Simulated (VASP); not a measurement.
LiP2:

```
Li P
1.0
     6.38301    0.00000    0.00000
     0.00000    6.38301    0.00000
     0.00000    0.00000    2.57060
Li P
2 4
Direct
  0.50000 0.50000 0.00000
  0.00000 0.00000 0.00000
  0.88276 0.61724 0.00000
  0.11724 0.38276 0.00000
  0.61724 0.11724 0.00000
  0.38276 0.88276 0.00000
```

| Quantity | Value |
| --- | --- |
| Program | VASP 6.6.1 |
| Task | relaxation of cell and atoms |
| Functional | PBE |
| Potentials or basis | VASP PAW PBE potentials, release 64 (Li_sv, P) |
| Cutoff | 600 eV |
| k mesh | 6 × 6 × 14 |
| Occupations | gaussian, width 0.1 eV |
| Spin | no spin polarisation |

At the start: pressure -0.1 GPa; volume 17.46 Å³/atom.

Q: Where does the relaxation end?

A: Over 10 steps the energy falls by 2.6 meV/atom and the volume is 17.20 Å³/atom (-1.4 %); space group P4/mbm (No. 127, to 0.05 Å).

The path:
| step | energy change (eV) | largest force (eV/Å) | pressure (GPa) | volume (Å³) |
| --- | --- | --- | --- | --- |
| 1 | 0.0000 | 0.0878 | -0.14 | 104.73 |
| 2 | -0.0089 | 0.0038 | -0.36 | 104.50 |
| 3 | -0.0136 | 0.0570 | -0.56 | 104.25 |
| 4 | -0.0136 | 0.0990 | -0.61 | 104.13 |
| 5 | -0.0139 | 0.0745 | -0.58 | 104.19 |
| 6 | -0.0143 | 0.0819 | 0.33 | 102.90 |
| 7 | -0.0155 | 0.0096 | -0.10 | 103.49 |
| 8 | -0.0157 | 0.0164 | -0.03 | 103.33 |
| 9 | -0.0157 | 0.0184 | -0.01 | 103.27 |
| 10 | -0.0157 | 0.0030 | -0.05 | 103.22 |

Final structure:
```
Li P
1.0
     6.40794    0.00000    0.00000
     0.00000    6.40794    0.00000
     0.00000    0.00000    2.51372
Li P
2 4
Direct
  0.50000 0.50000 0.00000
  0.00000 0.00000 0.00000
  0.88164 0.61836 0.00000
  0.11836 0.38164 0.00000
  0.61836 0.11836 0.00000
  0.38164 0.88164 0.00000
```

Caveat: the cutoff is under 1.25 times the usual one of these potentials, so pressure, stress and relaxed cells hold a basis-set (Pulay) error.
